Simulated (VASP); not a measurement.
A run of VASP 6.6.1 is set up as follows.

POSCAR

```
Pb
1.0
    0.0000000000      2.4977392333      2.4977392333
    2.4977392333      0.0000000000      2.4977392333
    2.4977392333      2.4977392333      0.0000000000
Pb
1
Direct
    0.0000000000      0.0000000000      0.0000000000
```

Contents of INCAR.step1:

```
SYSTEM = Pb
  PREC = Accurate
  ENCUT = 520
  ISMEAR = 0
  SIGMA = 0.1
  LREAL = .False.
  LASPH = .True.
  NELM = 60
  NBANDS = 13
  GGA = PE
  ALGO = Normal
  EDIFF = 1E-4
  LWAVE = .True.
  LCHARG = .False.
```

INCAR.step2

```
SYSTEM = Pb
  PREC = Accurate
  ENCUT = 520
  EDIFF = 1E-6
  ISMEAR = 0
  SIGMA = 0.1
  LREAL = .False.
  LASPH = .True.
  NELM = 60
  ALGO = Normal
  ISIF = 2
  LWAVE = .False.
  LCHARG = .True.
  METAGGA = R2SCAN
  LMIXTAU = .True.
  LELF = .True.
  LVHAR = .True.
  NBANDS = 13
  ISTART = 1
```

Contents of KPOINTS:

```
regular mesh
0
Gamma
  14 14 14
  0 0 0
```

Potentials or basis: VASP PAW PBE potentials, release 64 (Pb_d).

Run with:

```console
$ cat potpaw_PBE.64/Pb_d/POTCAR > POTCAR
$ cp INCAR.step1 INCAR
$ mpirun -np 1 vasp_std > vasp.out
$ cp INCAR.step2 INCAR
$ mpirun -np 1 vasp_std > vasp.out
```

(1) Estimate the pressure.

(2) Estimate the band gap on the k mesh.

Results:

(1) 0.0 GPa.

(2) zero (band 7 reaches 14.43 eV, above the bottom of band 8 at 5.39 eV).

Caveat: the PAW data sets were made with another functional, which shifts forces and pressure a little; spin-orbit coupling is left out, which moves the levels of the heavy elements.
